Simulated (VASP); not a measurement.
# NbPdSe3 (P-6m2) in VASP: a series of runs, part 2 of 2

VASP 6.6.1. The steps go on from the part before.

## Step 3: Single point, PBE

This run uses another cell than the first one, of 26.96 Å³/atom.

INCAR

```
SYSTEM = NbPdSe3
PREC = Accurate
ENCUT = 520
EDIFF = 1E-6
ISMEAR = 0
SIGMA = 0.1
LREAL = .False.
LASPH = .True.
NELM = 100
ALGO = Normal
ISIF = 2
LWAVE = .False.
LCHARG = .True.
GGA = PE
LELF = .True.
LVHAR = .True.
NBANDS = 28
```

KPOINTS

```
regular mesh
0
Gamma
  6 6 4
  0 0 0
```

POSCAR

```
NbPdSe3
1.0
    3.8815244421      0.0000000000      0.0000000000
   -1.9407622211      3.3614987723      0.0000000000
    0.0000000000      0.0000000000     10.3324907094
Nb Pd Se
1 1 3
Direct
    0.0000000000      0.0000000000      0.0000000000
    0.0000000000      0.0000000000      0.5000000000
    0.3333333333      0.6666666667      0.1509411535
    0.3333333333      0.6666666667      0.8490588465
    0.6666666667      0.3333333333      0.5000000000
```

Potentials or basis: VASP PAW PBE potentials, release 64 (Nb_sv, Pd, Se).

Run with:

```
$ cat potpaw_PBE.64/Nb_sv/POTCAR potpaw_PBE.64/Pd/POTCAR potpaw_PBE.64/Se/POTCAR > POTCAR
$ mpirun -np 1 vasp_std > vasp.out
```

OUTCAR:

```text
SYSTEM = NbPdSe3
   PREC = Accurate
   ENCUT = 520
   EDIFF = 1E-6
   ISMEAR = 0
   LREAL = .False.
   LASPH = .True.
   NELM = 100
   ISIF = 2
   GGA = PE

 ion  position               nearest neighbor table
   1  0.000  0.000  0.000-   3 2.73   4 2.73   3 2.73   4 2.73   3 2.73   4 2.73
   2  0.000  0.000  0.500-   5 2.24   5 2.24   5 2.24
   3  0.333  0.667  0.151-   1 2.73   1 2.73   1 2.73
   4  0.333  0.667  0.849-   1 2.73   1 2.73   1 2.73
   5  0.667  0.333  0.500-   2 2.24   2 2.24   2 2.24

  LATTYP: Found a hexagonal cell.
 ALAT       =     3.8815244421
 C/A-ratio  =     2.6619671893

  Lattice vectors:

 A1 = (   3.8815244421,   0.0000000000,   0.0000000000)
 A2 = (  -1.9407622211,   3.3614987723,   0.0000000000)
 A3 = (   0.0000000000,   0.0000000000,  10.3324907094)

Analysis of symmetry for initial positions (statically):
=====================================================================
 Subroutine PRICEL returns:
 Original cell was already a primitive cell.

 Routine SETGRP: Setting up the symmetry group for a
 hexagonal supercell.

 Subroutine GETGRP returns: Found 12 space group operations
 (whereof 12 operations were pure point group operations)
 out of a pool of 24 trial point group operations.

The static configuration has the point symmetry D_3h.

Analysis of symmetry for dynamics (positions and initial velocities):
=====================================================================
 Subroutine PRICEL returns:
 Original cell was already a primitive cell.

 Routine SETGRP: Setting up the symmetry group for a
 hexagonal supercell.

 Subroutine GETGRP returns: Found 12 space group operations
 (whereof 12 operations were pure point group operations)
 out of a pool of 24 trial point group operations.

The dynamic configuration has the point symmetry D_3h.

 Subroutine INISYM returns: Found 12 space group operations
 (whereof 12 operations are pure point group operations),
 and found     1 'primitive' translations

----------------------------------------------------------------------------------------

                                     Primitive cell

  volume of cell :     134.8156

  direct lattice vectors                    reciprocal lattice vectors
     3.881524442  0.000000000  0.000000000     0.257630736  0.148743175  0.000000000
    -1.940762221  3.361498772  0.000000000     0.000000000  0.297486350  0.000000000
     0.000000000  0.000000000 10.332490709     0.000000000  0.000000000  0.096782086

  length of vectors
     3.881524442  3.881524442 10.332490709     0.297486350  0.297486350  0.096782086

  position of ions in fractional coordinates (direct lattice)
     0.000000000  0.000000000  0.000000000
     0.000000000  0.000000000  0.500000000
     0.333333333  0.666666667  0.150941153
     0.333333333  0.666666667  0.849058847
     0.666666667  0.333333333  0.500000000

  ion indices of the primitive-cell ions
   primitive index   ion index
                 1           1
                 2           2
                 3           3
                 4           4
                 5           5

----------------------------------------------------------------------------------------

 KPOINTS: regular mesh
[... 22 lines left out ...]

 Following reciprocal coordinates:
            Coordinates               Weight
  0.000000  0.000000  0.000000      1.000000
  0.166667  0.000000  0.000000      6.000000
  0.333333  0.000000  0.000000      6.000000
  0.500000  0.000000  0.000000      3.000000
  0.166667  0.166667  0.000000      6.000000
  0.333333  0.166667  0.000000     12.000000
[... 13 lines left out ...]
  0.333333  0.166667  0.500000     12.000000
  0.333333  0.333333  0.500000      2.000000
   k-points           NKPTS =     21   k-points in BZ     NKDIM =     21   number of bands    NBANDS=     28
   number of dos      NEDOS =    301   number of ions     NIONS =      5
   total plane-waves  NPLWV =  72000
   dimension x,y,z NGX =    30 NGY =   30 NGZ =   80
   dimension x,y,z NGXF=    60 NGYF=   60 NGZF=  160
   ions per type =               1   1   3
   NGX,Y,Z   is equivalent  to a cutoff of  12.85, 12.85, 12.87 a.u.
   NGXF,Y,Z  is equivalent  to a cutoff of  25.70, 25.70, 25.74 a.u.
 SYSTEM =  NbPdSe3
   PREC   = accura    normal or accurate (medium, high low for compatibility)
   ISTART =      0    job   : 0-new  1-cont  2-samecut
   ICHARG =      2    charge: 1-file 2-atom 10-const
   ISPIN  =      1    spin polarized calculation?
   LNONCOLLINEAR =      F non collinear calculations
   LSORBIT =      F    spin-orbit coupling
   LASPH  =      T    aspherical Exc in radial PAW
   ENCUT  =  520.0 eV  38.22 Ry    6.18 a.u.   7.22  7.22 19.21*2*pi/ulx,y,z
   NELM   =    100;   NELMIN=  2; NELMDL= -5     # of ELM steps
   EDIFF  = 0.1E-05   stopping-criterion for ELM
   LREAL  =      F    real-space projection
   EDIFFG = 0.1E-04   stopping-criterion for IOM
   NSW    =      0    number of steps for IOM
   IBRION =     -1    ionic relax: 0-MD 1-quasi-New 2-CG
   NFREE  =      0    steps in history (QN), initial steepest desc. (CG)
   ISIF   =      2    stress and relaxation
   ISYM   =      2    0-nonsym 1-usesym 2-fastsym
   POTIM  = 0.5000    time-step for ionic-motion
   TEBEG  =    0.0;   TEEND  =   0.0 temperature during run
   PSTRESS=    0.0 pullay stress
   NELECT =      41.0000    total number of electrons
   NUPDOWN=      -1.0000    fix difference up-down
   EMIN   =  10.00;   EMAX   =-10.00  energy-range for DOS
   EFERMI =   0.00;   METHOD = LEGACY
   ISMEAR =     0;   SIGMA  =   0.10  broadening in eV -4-tet -1-fermi 0-gaus
   EFERMI_NEDOS =   21; number of points for ismear=-14 and -15
   IALGO  =     38    algorithm
   IMIX   =      4    mixing-type and parameters
     AMIX     =   0.40;   BMIX     =  1.00
     AMIX_MAG =   1.60;   BMIX_MAG =  1.00
  volume/ion in A,a.u.               =      26.96       181.96
  Fermi-wavevector in a.u.,A,eV,Ry     =   1.100921  2.080438 16.490618  1.212026
  Thomas-Fermi vector in A             =   2.237340
   LORBIT       =      0    0 simple, 1 ext, 2 COOP (PROOUT), +10 PAW based schemes
   GGA     = PE    functional components
   LHFCALC =     F    Hartree Fock is set to
   AEXX    =    0.0000 exact exchange contribution
   IVDW    =     0    specifies the selected vdW correction
   LEPSILON=     F    determine dielectric tensor
   LRPA    =     F    only Hartree local field effects (RPA)
 non-spin polarized calculation
 Gauss-broadening in eV      SIGMA  =   0.10
  energy-cutoff  :      520.00
  volume of cell :      134.82
 maximum number of plane-waves:      3648
 NGX is ok and might be reduce to    30
   NGX = 15   NGY = 15   NGZ = 39

 number of electron      41.0000002 magnetization

 Free energy of the ion-electron system (eV)
  ---------------------------------------------------
  ext. energy  EPLUGINS =         0.00000000
  ---------------------------------------------------
  free energy    TOTEN  =       -26.79697256 eV

  energy without entropy =      -26.74966246  energy(sigma->0) =      -26.77331751

 E-fermi :   3.3866     XC(G=0):  -9.1325

 val. band max:        3.3817288985   @ k =   0.5000   0.0000   0.0000
 cond. band min:       3.3900327128   @ k =   0.1667   0.1667   0.5000
 fundamental gap:      0.0083038143
 Fermi energy:         3.3866217420

 k-point     1 :       0.0000    0.0000    0.0000
  band No.  band energies     occupation
      1     -52.1567      2.00000
      2     -28.1458      2.00000
      3     -28.1458      2.00000
      4     -28.1285      2.00000
      5     -10.8224      2.00000
      6      -9.7203      2.00000
[... 640 lines left out ...]
     27       8.0558      0.00000
     28       9.5217      0.00000

------------------------ aborting loop because EDIFF is reached ----------------------------------------

  FORCE on cell =-STRESS in cart. coord.  units (eV):
  Direction    XX          YY          ZZ          XY          YZ          ZX
  --------------------------------------------------------------------------------------
  -------------------------------------------------------------------------------------
  Total        0.0212953      0.0212953      0.0448446     -0.0000000     -0.0000000      0.0000000
  in kB        0.2530773      0.2530773      0.5329422     -0.0000000     -0.0000000      0.0000000
  external PRESSURE =       0.3463656 kB  Pullay stress =       0.0000000 kB

 VOLUME and BASIS-vectors are now :
 -----------------------------------------------------------------------------
  energy-cutoff  :      520.00
  volume of cell :      134.82
      direct lattice vectors                 reciprocal lattice vectors
     3.881524442  0.000000000  0.000000000     0.257630736  0.148743175  0.000000000
    -1.940762221  3.361498772  0.000000000     0.000000000  0.297486350  0.000000000
     0.000000000  0.000000000 10.332490709     0.000000000  0.000000000  0.096782086

 POSITION                                       TOTAL-FORCE (eV/Angst)
 -----------------------------------------------------------------------------------
      0.00000      0.00000      0.00000        -0.000000      0.000000      0.000000
      0.00000      0.00000      5.16625        -0.000000      0.000000      0.000000
     -0.00000      2.24100      1.55960        -0.000000     -0.000000      0.000798
     -0.00000      2.24100      8.77289        -0.000000     -0.000000     -0.000798
      1.94076      1.12050      5.16625         0.000000      0.000000      0.000000
 -----------------------------------------------------------------------------------
    total drift:                               -0.000001      0.000001      0.000000

  FREE ENERGIE OF THE ION-ELECTRON SYSTEM (eV)
  ---------------------------------------------------
  free  energy   TOTEN  =       -26.7969725552 eV

  energy  without entropy=      -26.7496624599  energy(sigma->0) =      -26.77331751
```

stdout:

```text
POSCAR found type information on POSCAR NbPdSe
 POSCAR found :  3 types and       5 ions
 scaLAPACK will be used
 LDA part: xc-table for (Slater+PW92), standard interpolation
 POSCAR, INCAR and KPOINTS ok, starting setup
 FFT: planning ... GRIDC
 FFT: planning ... GRID_SOFT
 FFT: planning ... GRID
 WAVECAR not read
 entering main loop
```

Run time: 1.8 min. Hardware: 1 thread of Intel Xeon Platinum 8488C (Sapphire Rapids), shared host; peak memory 0.29 GiB.

Results:

- Free energy: -26.7970 eV
- Pressure: 0.0 GPa
- Band gap on the k mesh: zero (an odd number of electrons rules out a gap without spin polarisation)

Levels at points of the mesh, in eV from the Fermi level:
```
           k point  band 17  band 18  band 19  band 20  band 21  band 22  band 23  band 24  band 25  band 26
(0.00, 0.00, 0.00)    -1.48    -1.48    -0.07     0.97     2.15     2.15     2.54     2.54     2.75     2.75
(0.50, 0.00, 0.00)    -1.64    -1.62    -0.81    -0.70     0.00     0.03     1.53     1.58     2.79     3.54
(0.00, 0.00, 0.50)    -1.48    -1.48    -0.39     1.04     2.15     2.15     2.54     2.54     2.75     2.75
(0.50, 0.00, 0.50)    -1.65    -1.61    -0.82    -0.69    -0.07     0.07     1.53     1.58     3.01     3.54
```

## Step 4: Single point, PBE

This run uses another cell than the first one, of 28.21 Å³/atom.

INCAR

```
SYSTEM = NbPdSe3
PREC = Accurate ; ENCUT = 520
EDIFF = 1E-6 ; ISMEAR = 0
SIGMA = 0.1 ; LREAL = .FALSE.
LASPH = .TRUE. ; NELM = 100
ALGO = Normal ; ISIF = 2
LWAVE = .FALSE. ; LCHARG = .TRUE.
GGA = PE ; LELF = .TRUE.
LVHAR = .TRUE. ; NBANDS = 28
```

KPOINTS

```
regular mesh
0
G
  12 12 4
  0 0 0
```

POSCAR

```
NbPdSe3
1.0
    3.8764601457      0.0000000000      0.0000000000
   -1.9382300729      3.3571129629      0.0000000000
    0.0000000000      0.0000000000     10.8383038697
Nb Pd Se
1 1 3
Direct
    0.0000000000      0.0000000000      0.0000000000
    0.0000000000      0.0000000000      0.5000000000
    0.3333333333      0.6666666667      0.1442615047
    0.3333333333      0.6666666667      0.8557384953
    0.6666666667      0.3333333333      0.5000000000
```

Potentials or basis: VASP PAW PBE potentials, release 64 (Nb_sv, Pd, Se).

Run with:

```
$ cat potpaw_PBE.64/Nb_sv/POTCAR potpaw_PBE.64/Pd/POTCAR potpaw_PBE.64/Se/POTCAR > POTCAR
$ mpirun -np 1 vasp_std > vasp.out
```

OUTCAR:

```text
SYSTEM = NbPdSe3
   PREC = Accurate
   ENCUT = 520
   EDIFF = 1E-6
   ISMEAR = 0
   LREAL = .FALSE.
   LASPH = .TRUE.
   NELM = 100
   ISIF = 2
   GGA = PE

 ion  position               nearest neighbor table
   1  0.000  0.000  0.000-   3 2.73   4 2.73   3 2.73   4 2.73   3 2.73   4 2.73
   2  0.000  0.000  0.500-   5 2.24   5 2.24   5 2.24
   3  0.333  0.667  0.144-   1 2.73   1 2.73   1 2.73
   4  0.333  0.667  0.856-   1 2.73   1 2.73   1 2.73
   5  0.667  0.333  0.500-   2 2.24   2 2.24   2 2.24

  LATTYP: Found a hexagonal cell.
 ALAT       =     3.8764601457
 C/A-ratio  =     2.7959281051

  Lattice vectors:

 A1 = (   3.8764601457,   0.0000000000,   0.0000000000)
 A2 = (  -1.9382300729,   3.3571129629,   0.0000000000)
 A3 = (   0.0000000000,   0.0000000000,  10.8383038697)

Analysis of symmetry for initial positions (statically):
=====================================================================
 Subroutine PRICEL returns:
 Original cell was already a primitive cell.

 Routine SETGRP: Setting up the symmetry group for a
 hexagonal supercell.

[... 176 lines left out ...]
 cond. band min:       2.9501737580   @ k =   0.1667   0.1667   0.5000
 fundamental gap:      0.0042541178
 Fermi energy:         2.9476064987

 k-point     1 :       0.0000    0.0000    0.0000
  band No.  band energies     occupation
      1     -52.6101      2.00000
      2     -28.5963      2.00000
      3     -28.5963      2.00000
      4     -28.5813      2.00000
      5     -11.1547      2.00000
      6     -10.1328      2.00000
[... 733 lines left out ...]
     27       8.3288      0.00000
     28       8.6436      0.00000

 [... further k-points ...]

------------------------ aborting loop because EDIFF is reached ----------------------------------------

  FORCE on cell =-STRESS in cart. coord.  units (eV):
  Direction    XX          YY          ZZ          XY          YZ          ZX
  --------------------------------------------------------------------------------------
  -------------------------------------------------------------------------------------
  Total        0.0393541      0.0393541      0.0005545     -0.0000000      0.0000000      0.0000000
  in kB        0.4470308      0.4470308      0.0062988     -0.0000000      0.0000000      0.0000000
  external PRESSURE =       0.3001201 kB  Pullay stress =       0.0000000 kB

 VOLUME and BASIS-vectors are now :
 -----------------------------------------------------------------------------
  energy-cutoff  :      520.00
  volume of cell :      141.05
      direct lattice vectors                 reciprocal lattice vectors
     3.876460146  0.000000000  0.000000000     0.257967311  0.148937496  0.000000000
    -1.938230073  3.357112963  0.000000000     0.000000000  0.297874993  0.000000000
     0.000000000  0.000000000 10.838303870     0.000000000  0.000000000  0.092265359

 POSITION                                       TOTAL-FORCE (eV/Angst)
 -----------------------------------------------------------------------------------
      0.00000      0.00000      0.00000        -0.000000     -0.000000     -0.000000
      0.00000      0.00000      5.41915         0.000000     -0.000000     -0.000000
     -0.00000      2.23808      1.56355        -0.000000      0.000000     -0.000608
     -0.00000      2.23808      9.27475        -0.000000     -0.000000      0.000608
      1.93823      1.11904      5.41915        -0.000000     -0.000000     -0.000000
 -----------------------------------------------------------------------------------
    total drift:                               -0.000001      0.000001      0.000000

  FREE ENERGIE OF THE ION-ELECTRON SYSTEM (eV)
  ---------------------------------------------------
  free  energy   TOTEN  =       -26.8247613678 eV

  energy  without entropy=      -26.7924392285  energy(sigma->0) =      -26.80860030
```

Run time: 4.7 min. Hardware: 1 thread of Intel Xeon Platinum 8488C (Sapphire Rapids), shared host; peak memory 0.41 GiB.

What came out:

```
Free energy            : -26.8248 eV
Pressure               : 0.0 GPa
Band gap on the k mesh : zero (an odd number of electrons rules out a gap without spin polarisation)
```

## Step 5: Overview

| cell | k mesh | gap on the mesh (eV) | pressure (GPa) |
| --- | --- | --- | --- |
| a = 4.758, b = 4.758, c = 6.187 Å, angles 90.0, 90.0, 120.0°, 5 atoms, atomic positions A | 6 × 6 × 4 | none | -11.1 |
| a = 3.882, b = 3.882, c = 10.332 Å, angles 90.0, 90.0, 120.0°, 5 atoms, atomic positions B | 6 × 6 × 4 | none | 0.0 |
| a = 3.876, b = 3.876, c = 10.838 Å, angles 90.0, 90.0, 120.0°, 5 atoms, atomic positions C | 12 × 12 × 4 | none | 0.0 |

Alike in all rows: task single point; level PBE; potentials or basis VASP PAW PBE potentials, release 64 (Nb_sv, Pd, Se); no spin polarisation; cutoff (eV) 520; smearing gaussian 0.1 eV.

Caveats: the cell stands under tension (at least some runs); forces of over 1 eV/Å act on the atoms, so gaps and moduli don't describe the material at rest (at least some runs).

Absolute energies hang on the potentials; compare differences alone.
